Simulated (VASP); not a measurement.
Here is a VASP 6.6.1 calculation.

Contents of INCAR:

```
PREC = Accurate ; ENCUT = 520
EDIFF = 1E-7 ; ISMEAR = -1
SIGMA = 0.04 ; LREAL = F
LASPH = T ; NELM = 80
ALGO = Normal ; ISIF = 2
LWAVE = F ; LCHARG = F
GGA = PE ; NBANDS = 11
```

The input KPOINTS:

```
regular mesh
0
Gamma
  7 7 7
```

File POSCAR:

```
BP
1.0
    0.0000000000      2.2690000000      2.2690000000
    2.2690000000      0.0000000000      2.2690000000
    2.2690000000      2.2690000000      0.0000000000
P B
1 1
Direct
    0.7500000000      0.7500000000      0.7500000000
    0.0000000000      0.0000000000      0.0000000000
```

Potentials or basis: VASP PAW PBE potentials, release 64 (P, B).

Launch:

```console
$ cat potpaw_PBE.64/P/POTCAR potpaw_PBE.64/B/POTCAR > POTCAR
$ mpirun -np 1 vasp_std > vasp.out
```

(1) What does it give for the band gap on the k mesh?

(2) What does it give for the pressure?

Answers

(1) 1.24 eV, indirect (least direct gap 3.40 eV).

(2) 0.9 GPa.
